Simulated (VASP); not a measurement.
# ZnRuC4N4 (P-43m) in VASP: a series of runs, part 2 of 2

VASP 6.6.1. The steps go on from the part before.

### 3 Single point, PBE, collinear spin, ferromagnetic start

This run uses another cell than the first one, of 20.46 Å³/atom, 1.018 times its volume.

INCAR

```
PREC = Accurate
ENCUT = 520
EDIFF = 1E-7
ISMEAR = 0
SIGMA = 0.1
LREAL = F
LASPH = T
NELM = 150
ALGO = Normal
ISIF = 2
LWAVE = F
LCHARG = F
ISPIN = 2
MAGMOM = 0 1 0 0 0 0 0 0 0 0
LORBIT = 11
LMAXMIX = 4
GGA = PE
NBANDS = 46
```

KPOINTS

```
regular mesh
0
Gamma
  4 4 4
```

POSCAR

```
ZnRuC4N4
1.0
    5.8924842964      0.0000000000      0.0000000000
    0.0000000000      5.8924842964      0.0000000000
    0.0000000000      0.0000000000      5.8924842964
Zn Ru C N
1 1 4 4
Direct
    0.5000000000      0.5000000000      0.5000000000
    0.0000000000      0.0000000000      0.0000000000
    0.1928176963      0.1928176963      0.1928176963
    0.1928176963      0.8071823037      0.8071823037
    0.8071823037      0.1928176963      0.8071823037
    0.8071823037      0.8071823037      0.1928176963
    0.3079045926      0.3079045926      0.3079045926
    0.3079045926      0.6920954074      0.6920954074
    0.6920954074      0.3079045926      0.6920954074
    0.6920954074      0.6920954074      0.3079045926
```

Potentials or basis: VASP PAW PBE potentials, release 64 (Zn, Ru_pv, C, N).

Command:

```sh
$ cat potpaw_PBE.64/Zn/POTCAR potpaw_PBE.64/Ru_pv/POTCAR potpaw_PBE.64/C/POTCAR potpaw_PBE.64/N/POTCAR > POTCAR
$ mpirun -np 1 vasp_std > vasp.out
```

OUTCAR:

```text
PREC = Accurate
   ENCUT = 520
   EDIFF = 1E-7
   ISMEAR = 0
   LREAL = F
   LASPH = T
   NELM = 150
   ISIF = 2
   ISPIN = 2
   LORBIT = 11
   GGA = PE

 ion  position               nearest neighbor table
   1  0.500  0.500  0.500-   7 1.96   8 1.96   9 1.96  10 1.96
   2  0.000  0.000  0.000-   3 1.97   4 1.97   5 1.97   6 1.97
   3  0.193  0.193  0.193-   7 1.17   2 1.97
   4  0.193  0.807  0.807-   8 1.17   2 1.97
   5  0.807  0.193  0.807-   9 1.17   2 1.97
   6  0.807  0.807  0.193-  10 1.17   2 1.97
   7  0.308  0.308  0.308-   3 1.17   1 1.96
   8  0.308  0.692  0.692-   4 1.17   1 1.96
   9  0.692  0.308  0.692-   5 1.17   1 1.96
  10  0.692  0.692  0.308-   6 1.17   1 1.96

  LATTYP: Found a simple cubic cell.
 ALAT       =     5.8924842964

  Lattice vectors:

 A1 = (   5.8924842964,   0.0000000000,   0.0000000000)
 A2 = (   0.0000000000,   5.8924842964,   0.0000000000)
 A3 = (   0.0000000000,   0.0000000000,   5.8924842964)

Analysis of symmetry for initial positions (statically):
=====================================================================
 Subroutine PRICEL returns:
 Original cell was already a primitive cell.

 Routine SETGRP: Setting up the symmetry group for a
 simple cubic supercell.

 Subroutine GETGRP returns: Found 24 space group operations
 (whereof 24 operations were pure point group operations)
 out of a pool of 48 trial point group operations.

The static configuration has the point symmetry T_d .

Analysis of symmetry for dynamics (positions and initial velocities):
=====================================================================
 Subroutine PRICEL returns:
 Original cell was already a primitive cell.

 Routine SETGRP: Setting up the symmetry group for a
 simple cubic supercell.

 Subroutine GETGRP returns: Found 24 space group operations
 (whereof 24 operations were pure point group operations)
 out of a pool of 48 trial point group operations.

The dynamic configuration has the point symmetry T_d .

Analysis of structural, dynamic, and magnetic symmetry:
=====================================================================
 Subroutine PRICEL returns:
 Original cell was already a primitive cell.

 Routine SETGRP: Setting up the symmetry group for a
 simple cubic supercell.

 Subroutine GETGRP returns: Found 24 space group operations
 (whereof 24 operations were pure point group operations)
 out of a pool of 48 trial point group operations.

The overall configuration has the point symmetry T_d .

 Subroutine INISYM returns: Found 24 space group operations
 (whereof 24 operations are pure point group operations),
 and found     1 'primitive' translations

----------------------------------------------------------------------------------------

                                     Primitive cell

  volume of cell :     204.5951

  direct lattice vectors                    reciprocal lattice vectors
     5.892484296  0.000000000  0.000000000     0.169707707  0.000000000  0.000000000
     0.000000000  5.892484296  0.000000000     0.000000000  0.169707707  0.000000000
     0.000000000  0.000000000  5.892484296     0.000000000  0.000000000  0.169707707

[... 100 lines left out ...]
   EFERMI_NEDOS =   21; number of points for ismear=-14 and -15
   IALGO  =     38    algorithm
   IMIX   =      4    mixing-type and parameters
     AMIX     =   0.40;   BMIX     =  1.00
     AMIX_MAG =   1.60;   BMIX_MAG =  1.00
  volume/ion in A,a.u.               =      20.46       138.07
  Fermi-wavevector in a.u.,A,eV,Ry     =   1.099614  2.077969 16.451500  1.209151
  Thomas-Fermi vector in A             =   2.236012
   LORBIT       =     11    0 simple, 1 ext, 2 COOP (PROOUT), +10 PAW based schemes
   GGA     = PE    functional components
   LHFCALC =     F    Hartree Fock is set to
   AEXX    =    0.0000 exact exchange contribution
   IVDW    =     0    specifies the selected vdW correction
   LEPSILON=     F    determine dielectric tensor
   LRPA    =     F    only Hartree local field effects (RPA)
 spin polarized calculation
 Gauss-broadening in eV      SIGMA  =   0.10
  energy-cutoff  :      520.00
  volume of cell :      204.60
 maximum number of plane-waves:      5528
 NGX is ok and might be reduce to    48
   NGX = 21   NGY = 21   NGZ = 21

 number of electron      61.9999996 magnetization       1.9999959

 Free energy of the ion-electron system (eV)
  ---------------------------------------------------
  ext. energy  EPLUGINS =         0.00000000
  ---------------------------------------------------
  free energy    TOTEN  =       -75.95484838 eV

  energy without entropy =      -75.90073897  energy(sigma->0) =      -75.92779367

 E-fermi :  -0.5979     XC(G=0):  -7.3009

 val. band max:       -0.5997932673   @ k =   0.5000   0.2500   0.2500
 cond. band min:      -0.5892659628   @ k =   0.5000   0.2500   0.2500
 fundamental gap:      0.0105273045
 Fermi energy:        -0.5978549869

 spin component 1

 k-point     1 :       0.0000    0.0000    0.0000
  band No.  band energies     occupation
      1     -44.0542      1.00000
      2     -44.0542      1.00000
      3     -44.0542      1.00000
      4     -18.6399      1.00000
      5     -18.5020      1.00000
      6     -18.5020      1.00000
[... 449 lines left out ...]
     42       5.6544      0.00000
     43       6.5043      0.00000
 Fermi energy:        -0.5978549869

 spin component 2

 k-point     1 :       0.0000    0.0000    0.0000
  band No.  band energies     occupation
      1     -43.3057      1.00000
      2     -43.3057      1.00000
      3     -43.3056      1.00000
      4     -18.5340      1.00000
      5     -18.3965      1.00000
      6     -18.3965      1.00000
[... 449 lines left out ...]
     42       5.7732      0.00000
     43       6.6241      0.00000
 [bands above 43 left out]

------------------------ aborting loop because EDIFF is reached ----------------------------------------

  FORCE on cell =-STRESS in cart. coord.  units (eV):
  Direction    XX          YY          ZZ          XY          YZ          ZX
  --------------------------------------------------------------------------------------
  -------------------------------------------------------------------------------------
  Total        0.5644996      0.5644996      0.5644996      0.0000000      0.0000000      0.0000000
  in kB        4.4205769      4.4205769      4.4205769      0.0000000      0.0000000      0.0000000
  external PRESSURE =       4.4205769 kB  Pullay stress =       0.0000000 kB

 VOLUME and BASIS-vectors are now :
 -----------------------------------------------------------------------------
  energy-cutoff  :      520.00
  volume of cell :      204.60
      direct lattice vectors                 reciprocal lattice vectors
     5.892484296  0.000000000  0.000000000     0.169707707  0.000000000  0.000000000
     0.000000000  5.892484296  0.000000000     0.000000000  0.169707707  0.000000000
     0.000000000  0.000000000  5.892484296     0.000000000  0.000000000  0.169707707

 POSITION                                       TOTAL-FORCE (eV/Angst)
 -----------------------------------------------------------------------------------
      2.94624      2.94624      2.94624        -0.000000     -0.000000     -0.000000
      0.00000      0.00000      0.00000        -0.000000     -0.000000     -0.000000
      1.13618      1.13618      1.13618        -0.194534     -0.194534     -0.194534
      1.13618      4.75631      4.75631        -0.194534      0.194534      0.194534
      4.75631      1.13618      4.75631         0.194534     -0.194534      0.194534
      4.75631      4.75631      1.13618         0.194534      0.194534     -0.194534
      1.81432      1.81432      1.81432         0.168215      0.168215      0.168215
      1.81432      4.07816      4.07816         0.168215     -0.168215     -0.168215
      4.07816      1.81432      4.07816        -0.168215      0.168215     -0.168215
      4.07816      4.07816      1.81432        -0.168215     -0.168215      0.168215
 -----------------------------------------------------------------------------------
    total drift:                                0.000000      0.000000     -0.000000

  FREE ENERGIE OF THE ION-ELECTRON SYSTEM (eV)
  ---------------------------------------------------
  free  energy   TOTEN  =       -75.9548483798 eV

  energy  without entropy=      -75.9007389685  energy(sigma->0) =      -75.92779367

 total charge

# of ion       s       p       d       tot
------------------------------------------
    1        0.446   0.552   9.862  10.859
    2        0.411   6.348   6.002  12.761
    3        0.948   1.635   0.000   2.583
    4        0.948   1.635   0.000   2.583
    5        0.948   1.635   0.000   2.583
    6        0.948   1.635   0.000   2.583
    7        1.294   2.591   0.000   3.886
    8        1.294   2.591   0.000   3.886
    9        1.294   2.591   0.000   3.886
   10        1.294   2.591   0.000   3.886
--------------------------------------------------
tot          9.825  23.807  15.864  49.496

 magnetization (x)

# of ion       s       p       d       tot
------------------------------------------
    1        0.002   0.002   0.008   0.012
    2        0.004   0.112   0.846   0.962
    3        0.011   0.009   0.000   0.020
    4        0.011   0.009   0.000   0.020
    5        0.011   0.009   0.000   0.020
    6        0.011   0.009   0.000   0.020
    7        0.006   0.068   0.000   0.074
    8        0.006   0.068   0.000   0.074
    9        0.006   0.068   0.000   0.074
   10        0.006   0.068   0.000   0.074
--------------------------------------------------
tot          0.072   0.422   0.854   1.348
```

Run time: 6 min. Hardware: 1 thread of Oxide Virtual Turin-like, shared host; peak memory 0.45 GiB.

Results:

```yaml
Free_energy: -75.9548 eV
Pressure: 0.4 GPa
Largest_force: 0.337 eV/Å
Band_gap_on_the_k_mesh: zero (filled and empty bands overlap)
Net_moment: 2.00 μB per cell
Site_moments: Zn +0.01; Ru +0.96; C +0.02; N +0.07 μB
Valence_electrons_inside_the_program's_atomic_spheres: Zn 10.86; Ru 12.76; C 2.58; N 3.89
```

Forces on the atoms (eV/Å):
```
Zn   0.000  0.000  0.000
Ru   0.000  0.000  0.000
C   -0.195 -0.195 -0.195
C   -0.195  0.195  0.195
C    0.195 -0.195  0.195
C    0.195  0.195 -0.195
N    0.168  0.168  0.168
N    0.168 -0.168 -0.168
N   -0.168  0.168 -0.168
N   -0.168 -0.168  0.168
```

Levels at points of the mesh, in eV from the Fermi level:
Spin up:
| k point | band 31 | band 32 | band 33 | band 34 | band 35 | band 36 |
| --- | --- | --- | --- | --- | --- | --- |
| (0.00, 0.00, 0.00) | -0.32 | -0.32 | -0.32 | 4.48 | 4.48 | 4.48 |
| (0.50, 0.00, 0.00) | -0.14 | 0.06 | 0.06 | 3.91 | 3.91 | 4.47 |
| (0.50, 0.50, 0.00) | -0.07 | 0.09 | 0.09 | 4.08 | 4.08 | 4.33 |
| (0.50, 0.50, 0.50) | -0.14 | -0.14 | -0.14 | 4.68 | 4.68 | 4.68 |
Spin down:
| k point | band 27 | band 28 | band 29 | band 30 | band 31 | band 32 | band 33 | band 34 |
| --- | --- | --- | --- | --- | --- | --- | --- | --- |
| (0.00, 0.00, 0.00) | -3.38 | -3.38 | -1.33 | -1.33 | 0.35 | 0.35 | 0.35 | 4.83 |
| (0.50, 0.00, 0.00) | -3.46 | -3.46 | -1.35 | -1.23 | 0.54 | 0.75 | 0.75 | 4.11 |
| (0.50, 0.50, 0.00) | -3.50 | -3.50 | -1.32 | -1.24 | 0.64 | 0.78 | 0.78 | 4.24 |
| (0.50, 0.50, 0.50) | -3.58 | -3.58 | -1.29 | -1.29 | 0.55 | 0.55 | 0.55 | 4.91 |
